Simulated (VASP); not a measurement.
Input of a VASP 6.6.1 run:

The input INCAR:

```
SYSTEM = CdSe
PREC = Accurate
ENCUT = 600
EDIFF = 1E-6
ISMEAR = -1
SIGMA = 0.05
LREAL = .FALSE.
LASPH = .TRUE.
NELM = 80
ALGO = Normal
ISIF = 3
LWAVE = .FALSE.
LCHARG = .FALSE.
GGA = B5
ALDAX = 1.0
AGGAX = 1.0
AGGAC = 1.0
ALDAC = 0.0
IVDW = 12
VDW_S6 = 1.0
VDW_S8 = 2.6996
VDW_A1 = 0.4298
VDW_A2 = 4.2359
IBRION = 2
NSW = 60
EDIFFG = -0.01
```

Contents of KPOINTS:

```
regular mesh
0
G
  8 8 8
  0 0 0
```

The input POSCAR:

```
CdSe
1.0
    0.0000000000      2.8739580000      2.8739580000
    2.8739580000      0.0000000000      2.8739580000
    2.8739580000      2.8739580000      0.0000000000
Cd Se
1 1
Direct
    0.0000000000      0.0000000000      0.0000000000
    0.5000000000      0.5000000000      0.5000000000
```

Potentials or basis: VASP PAW PBE potentials, release 64 (Cd, Se).

Run with:

```bash
$ cat potpaw_PBE.64/Cd/POTCAR potpaw_PBE.64/Se/POTCAR > POTCAR
$ mpirun -np 1 vasp_std > vasp.out
```

Task: Predict the space group after relaxing (to 0.05 Å).

Result: Fm-3m (No. 225).

Task: Estimate the band gap on the k mesh.

Result: Zero (band 9 reaches 2.97 eV, above the bottom of band 10 at 2.45 eV).

Task: What does it give for the relaxed volume?

Result: 22.97 Å³/atom.

Final structure:
```xyz
2
Lattice="0.0000 2.8425 2.8425 2.8425 0.0000 2.8425 2.8425 2.8425 0.0000" Properties=species:S:1:pos:R:3 pbc="T T T"
Cd    0.0000    0.0000    0.0000
Se    2.8425    2.8425    2.8425
```

Caveat: the PAW data sets were made with another functional, which shifts forces and pressure a little; pairwise dispersion overbinds metals, which lowers pressure and volume.
